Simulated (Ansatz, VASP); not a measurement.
## One calculation of Na, two programs

File INCAR:

```
ALGO     = Fast           # electronic algorithm
EDIFF    = 1E-7           # SCF threshold, eV
ENCUT    = 520            # plane-wave cutoff, eV
GGA      = PS             # functional
ISIF     = 2              # what is computed and relaxed
ISMEAR   = 0              # smearing method
LASPH    = True           # aspherical terms in the spheres
LCHARG   = False          # write CHGCAR
LREAL    = False          # projectors in reciprocal space
LWAVE    = False          # write WAVECAR
NBANDS   = 22             # bands
NELM     = 100            # most SCF steps
PREC     = Accurate       # precision mode
SIGMA    = 0.1            # smearing width, eV
```

The input KPOINTS:

```
k-points
0
Gamma
  12 12 4
```

POSCAR

```
Na
1.0
    3.7030473970      0.0000000000      0.0000000000
   -1.8515236985      3.2069331173      0.0000000000
    0.0000000000      0.0000000000     12.1702287653
Na
4
Direct
    0.0000000000      0.0000000000      0.0067680177
    0.3333333300      0.6666666700      0.2500000000
    0.0000000000      0.0000000000      0.4932319823
    0.6666666700      0.3333333300      0.7500000000
```

Input for Ansatz:

```yaml
crystal:
  lattice:
    - [3.703047397, 0.0, 0.0]
    - [-1.8515236985, 3.2069331173, 0.0]
    - [0.0, 0.0, 12.1702287653]
  atoms:
    - { symbol: Na, position: [0.0, 0.0, 0.0067680177] }
    - { symbol: Na, position: [0.33333333, 0.66666667, 0.25] }
    - { symbol: Na, position: [0.0, 0.0, 0.4932319823] }
    - { symbol: Na, position: [0.66666667, 0.33333333, 0.75] }
basis:
  ecutwfc: 420
kpoints:
  mp_grid: { grid: [12, 12, 4] }
hamiltonian:
  xc: pbesol
scf:
  occupations: { method: gaussian, width: 0.1 }
output:
  forces: true
  stress: true
  eigenvalues: true
  populations: true
```

Alike in both runs: task single point; functional PBEsol; k mesh 12 × 12 × 4; occupations gaussian, width 0.1 eV; no spin polarisation.

```csv
,VASP,Ansatz
version,VASP 6.6.1,Ansatz 0.2.0
potentials or method,"VASP PAW PBE potentials, release 64 (Na_pv), cutoff 520 eV","scalar-relativistic, plane waves, PAW"
valence electrons in the cell,28,36
```

```csv
,VASP,Ansatz,Ansatz less VASP
gap on the k mesh at the Fermi level (eV),none,none,-
pressure (GPa),0.0,0.1,+0.01
"traceless stress, the component that is largest in VASP (GPa)",-0.13,-0.13,0.000
rms of the force components (eV/Å),0.025,0.025,+0.0003
```

VASP's potentials were made for PBE, not for PBEsol. Atom by atom the forces differ by 0.000 eV/Å (rms over components). A gap of «none» marks a metal or a gap that the smearing closes. VASP's potentials hold 28 valence electrons a cell and Ansatz's 36, so a difference there can come from the potentials and not from the codes.
